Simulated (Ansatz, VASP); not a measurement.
# Two plane-wave programs on C

```xyz
2
Lattice="0.0000 1.7801 1.7801 1.6993 0.0000 1.7801 1.6993 1.7801 0.0000" Properties=species:S:1:pos:R:3 pbc="T T T"
C     0.0000    0.0000    0.0000
C     0.8497    0.8901    0.8901
```

Change from the starting cell: uniaxial_x strain -4.5%.

Alike in both runs: task single point; functional PBE; k mesh 12 × 12 × 12; occupations fermi-dirac, width 0.02 eV; no spin polarisation.

```csv
,VASP,Ansatz
version,VASP 6.6.1,Ansatz 0.2.0
potentials or method,"VASP PAW PBE potentials, release 64 (C)","plane waves, PAW"
plane-wave cutoff (eV),520,420
valence electrons in the cell,8,8
```

```csv
,VASP,Ansatz,Ansatz less VASP
gap on the k mesh at the Fermi level (eV),3.08,3.09,+0.008
pressure (GPa),27.8,26.9,-0.90
"traceless stress, the component that is largest in VASP (GPa)",28.93,28.96,+0.032
```

With one functional, cell and mesh, what is left measures potentials, basis and numerics.
